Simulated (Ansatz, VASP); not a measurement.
One calculation of As, two programs

File INCAR:

```
SYSTEM = As
ALGO = Normal
EDIFF = 1E-7
ENCUT = 520
GGA = PE
ISIF = 2
ISMEAR = -1
LASPH = .TRUE.
LCHARG = .FALSE.
LREAL = .FALSE.
LWAVE = .FALSE.
NBANDS = 12
NELM = 80
PREC = Accurate
SIGMA = 0.05
```

The input KPOINTS:

```
k-points
0
G
  13 13 13
  0 0 0
```

The input POSCAR:

```
As
1.0
    1.9166166498      1.1065591387      3.5541357880
   -1.9166166498      1.1065591387      3.5541357880
    0.0000000000     -2.2131182774      3.5541357880
As
2
Direct
    0.2275400000      0.2275400000      0.2275400000
    0.7724600000      0.7724600000      0.7724600000
```

Input for Ansatz:

```yaml
crystal:
  lattice:
    - [1.9166166498, 1.1065591387, 3.554135788]
    - [-1.9166166498, 1.1065591387, 3.554135788]
    - [0.0, -2.2131182774, 3.554135788]
  atoms:
    - { symbol: As, position: [0.22754, 0.22754, 0.22754] }
    - { symbol: As, position: [0.77246, 0.77246, 0.77246] }
kpoints:
  mp_grid: { grid: [13, 13, 13] }
scf:
  occupations: { method: fermi_dirac, width: 0.05 }
hamiltonian:
  xc: pbe
  pseudopotentials: { kind: all_electron, lapw: { basis_error: 0.001 } }
output:
  forces: true
  stress: true
  eigenvalues: true
```

Change from the starting cell: volume scaled by 1.06.

Alike in both runs: task single point; functional PBE; k mesh 13 × 13 × 13; occupations fermi-dirac, width 0.05 eV; no spin polarisation.

|  | VASP | Ansatz |
| --- | --- | --- |
| version | VASP 6.6.1 | Ansatz 0.2.0 |
| potentials or method | VASP PAW PBE potentials, release 64 (As), cutoff 520 eV | all-electron LAPW, scalar-relativistic |

```tsv
	VASP	Ansatz	Ansatz less VASP
pressure (GPa)	-0.5	-0.8	-0.21
traceless stress, the component that is largest in VASP (GPa)	0.24	0.30	+0.061
rms of the force components (eV/Å)	0.055	0.082	+0.0265
```

Atom by atom the forces differ by 0.027 eV/Å (rms over components). Ansatz ran all-electron here, and VASP with PAW potentials.
